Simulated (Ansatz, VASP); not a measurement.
## Fe in VASP and in Ansatz

Contents of INCAR:

```
  PREC = Accurate
  ENCUT = 520
  EDIFF = 1E-8
  ISMEAR = -1
  SIGMA = 0.05
  LREAL = F
  LASPH = T
  NELM = 150
  ALGO = Normal
  ISIF = 2
  LWAVE = F
  LCHARG = F
  ISPIN = 2
  MAGMOM = 3
  LORBIT = 11
  LMAXMIX = 4
  GGA = PE
  LEFG = T
  NBANDS = 14
```

KPOINTS

```
Automatic mesh
0
Gamma
  16 16 16
```

The input POSCAR:

```
Fe
1.0
    0.0000000000      1.9223222937      1.9651051623
    1.4834553128      0.0000000000      1.9651051623
    1.4834553128      1.9223222937      0.0000000000
Fe
1
Direct
    0.0000000000      0.0000000000      0.0000000000
```

Input for Ansatz:

```yaml
crystal:
  lattice:
    - [0.0, 1.9223222937, 1.9651051623]
    - [1.4834553128, 0.0, 1.9651051623]
    - [1.4834553128, 1.9223222937, 0.0]
  atoms:
    - { symbol: Fe, position: [0.0, 0.0, 0.0], spin: 3.0 }
magnetization:
  spin_polarized: true
kpoints:
  mp_grid: { grid: [16, 16, 16] }
scf:
  occupations: { method: fermi_dirac, width: 0.05 }
hamiltonian:
  xc: pbe
  pseudopotentials: { kind: all_electron, datasets: crystal }
output:
  forces: true
  stress: true
  eigenvalues: true
  efg: { contact_densities: true }
```

Change from the starting cell: equal xx and yy strain of -1 %, crystal datasets.

Alike in both runs: task electric field gradients; functional PBE; k mesh 16 × 16 × 16; occupations fermi-dirac, width 0.05 eV; collinear spin.

|  | VASP | Ansatz |
| --- | --- | --- |
| version | VASP 6.6.1 | Ansatz 0.2.0 |
| potentials or method | VASP PAW PBE potentials, release 64 (Fe), cutoff 520 eV | all-electron PAW with datasets made for the crystal, scalar-relativistic |

VASP gave:

```
pressure (GPa)                                                : 3.3
traceless stress, the component that is largest in VASP (GPa) : -5.50
net moment per atom (μB)                                      : 2.19
size of the moment on the site where the two differ most (μB) : 2.18
size of Vzz on the site where it differs most (V/Å²)          : 7.0
```

Problem. Which values does Ansatz return?

Solution. Pressure (GPa): 3.2; traceless stress, the component that is largest in VASP (GPa): -5.60; net moment per atom (μB): 2.16; size of the moment on the site where the two differ most (μB): 2.20; size of Vzz on the site where it differs most (V/Å²): 8.1.

Site moments also hang on the region over which each program counts them. Ansatz ran all-electron here, and VASP with PAW potentials. Ansatz's warnings: printed levels off.
